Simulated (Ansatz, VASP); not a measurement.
## One calculation of Tl, two programs

```
Tl
1.0
     3.54336    0.00000    0.00000
    -1.77168    3.06864    0.00000
     0.00000    0.00000    5.72087
Tl
2
Direct
  0.33333 0.66667 0.25000
  0.66667 0.33333 0.75000
```

Change from the starting cell: volume scaled by 1.04, PAW files.

Alike in both runs: task electric field gradients; functional PBE; k mesh 11 × 11 × 6; occupations fermi-dirac, width 0.05 eV; no spin polarisation.

|  | VASP | Ansatz |
| --- | --- | --- |
| version | VASP 6.6.1 | Ansatz 0.2.0 |
| potentials or method | VASP PAW PBE potentials, release 64 (Tl_d) | PAW with Ansatz's default frozen-core files, scalar-relativistic |
| plane-wave cutoff (eV) | 520 | 420 |
| valence electrons in the cell | 26 | 26 |

|  | VASP | Ansatz | Ansatz less VASP |
| --- | --- | --- | --- |
| pressure (GPa) | 0.2 | 0.2 | +0.06 |
| traceless stress, the component that is largest in VASP (GPa) | -0.43 | -0.43 | +0.008 |
| size of Vzz on the site where it differs most (V/Å²) | 9.5 | 10.0 | +0.52 |

Spin-orbit coupling is off throughout.
